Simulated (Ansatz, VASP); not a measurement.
# AgBiCl2 in VASP and in Ansatz

Contents of POSCAR:

```
AgBiCl2
1.0
   -3.7760700000      3.7760700000      3.4681890000
    3.7760700000     -3.7760700000      3.4681890000
    3.7760700000      3.7760700000     -3.4681890000
Cl Bi Ag
4 2 2
Direct
    0.6820000000      0.1820000000      0.8640000000
    0.1820000000      0.3180000000      0.5000000000
    0.3180000000      0.8180000000      0.1360000000
    0.8180000000      0.6820000000      0.5000000000
    0.2500000000      0.2500000000      0.0000000000
    0.7500000000      0.7500000000      0.0000000000
    0.2500000000      0.7500000000      0.5000000000
    0.7500000000      0.2500000000      0.5000000000
```

Contents of INCAR.step1:

```
SYSTEM = AgBiCl2
PREC = Accurate
ENCUT = 520
ISMEAR = 1
SIGMA = 0.001
LREAL = .FALSE.
LASPH = .TRUE.
NELM = 80
NBANDS = 50
GGA = PE
ALGO = Normal
EDIFF = 1E-4
LWAVE = .TRUE.
LCHARG = .FALSE.
```

The input INCAR.step2:

```
SYSTEM = AgBiCl2
PREC = Accurate
ENCUT = 520
EDIFF = 1E-6
ISMEAR = 1
SIGMA = 0.001
LREAL = .FALSE.
LASPH = .TRUE.
NELM = 80
ALGO = Normal
ISIF = 2
LWAVE = .FALSE.
LCHARG = .FALSE.
METAGGA = R2SCAN
LMIXTAU = .TRUE.
NBANDS = 50
ISTART = 1
```

Contents of KPOINTS:

```
Automatic mesh
0
G
  4 4 4
  0 0 0
```

Input for Ansatz:

```yaml
crystal:
  lattice:
    - [-3.77607, 3.77607, 3.468189]
    - [3.77607, -3.77607, 3.468189]
    - [3.77607, 3.77607, -3.468189]
  atoms:
    - { symbol: Cl, position: [0.682, 0.182, 0.864] }
    - { symbol: Cl, position: [0.182, 0.318, 0.5] }
    - { symbol: Cl, position: [0.318, 0.818, 0.136] }
    - { symbol: Cl, position: [0.818, 0.682, 0.5] }
    - { symbol: Bi, position: [0.25, 0.25, 0.0] }
    - { symbol: Bi, position: [0.75, 0.75, 0.0] }
    - { symbol: Ag, position: [0.25, 0.75, 0.5] }
    - { symbol: Ag, position: [0.75, 0.25, 0.5] }
  symmetry: { tolerance: 0.0003 }
kpoints:
  mp_grid: { grid: [4, 4, 4], shift: [0, 0, 0] }
magnetization:
  spin_polarized: false
scf:
  occupations: { method: cold, width: 0.001 }
  initial_density: { chi_scale: 0.3 }
hamiltonian:
  pseudopotentials: { kind: paw }
  xc: r2scan
basis:
  ecutwfc: 500
output:
  forces: true
  stress: true
  eigenvalues: true
accuracy: high
```

Alike in both runs: task single point; functional r2SCAN; k mesh 4 × 4 × 4; no spin polarisation.

```csv
,VASP,Ansatz
version,VASP 6.6.1,Ansatz 0.2.0
potentials or method,"VASP PAW PBE potentials, release 64 (Cl, Bi_d, Ag), cutoff 520 eV",PAW plane waves
occupations,"methfessel-paxton of order 1, width 0.001 eV","cold, width 0.001 eV"
valence electrons in the cell,80,96
```

VASP gave:

```
gap on the k mesh at the Fermi level (eV)                     : none
pressure (GPa)                                                : 0.1
traceless stress, the component that is largest in VASP (GPa) : -2.70
rms of the force components (eV/Å)                            : 0.055
```

Question: Estimate Ansatz's values.

Answer: gap on the k mesh at the Fermi level (eV): none; pressure (GPa): 0.2; traceless stress, the component that is largest in VASP (GPa): -2.71; rms of the force components (eV/Å): 0.058.

VASP's potentials were made for PBE, not for r2SCAN. Atom by atom the forces differ by 0.003 eV/Å (rms over components). A gap of «none» marks a metal or a gap that the smearing closes. VASP's potentials hold 80 valence electrons a cell and Ansatz's 96, so a difference there can come from the potentials and not from the codes.

Neither program's run includes spin-orbit coupling.
